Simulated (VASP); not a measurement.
Write the native input for VASP 6.6.1 that does the following.

| Property | Result |
| --- | --- |
| Task | single point |
| Functional | RPBE |
| Potentials or basis | VASP PAW PBE potentials, release 64 (Si) |
| Cutoff | 520 eV |
| k mesh | 18 × 18 × 18 |
| Occupations | fermi-dirac, width 0.08 eV |
| Spin | no spin polarisation |
| Dipole correction | no |
| Further INCAR settings | ALGO = Normal; EDIFF = 1e-07; NBANDS = 8 |

The structure of Si lies in POSCAR:

```
Si
1.0
    0.0000000000      1.7748320761      1.7748320761
    1.7748320761      0.0000000000      1.7748320761
    1.7748320761      1.7748320761      0.0000000000
Si
1
Direct
    0.0000000000      0.0000000000      0.0000000000
```

The input as run:

INCAR

```
PREC = Accurate
ENCUT = 520
EDIFF = 1E-7
ISMEAR = -1
SIGMA = 0.08
LREAL = F
LASPH = T
NELM = 60
ALGO = Normal
ISIF = 2
LWAVE = F
LCHARG = F
GGA = RP
NBANDS = 8
```

KPOINTS

```
Automatic mesh
0
Gamma
  18 18 18
```

Potentials or basis: VASP PAW PBE potentials, release 64 (Si).

Run with:

```console
$ cat potpaw_PBE.64/Si/POTCAR > POTCAR
$ mpirun -np 1 vasp_std > vasp.out
```

Results of the run:

```
Pressure               : 38.0 GPa
Band gap on the k mesh : zero (band 2 reaches 26.94 eV, above the bottom of band 3 at 10.70 eV)
```

Caveat: the PAW data sets were made with another functional, which shifts forces and pressure a little.

Wall time 19 s on 1 thread of Intel Xeon 8259CL (shared host), peak memory 0.13 GiB.
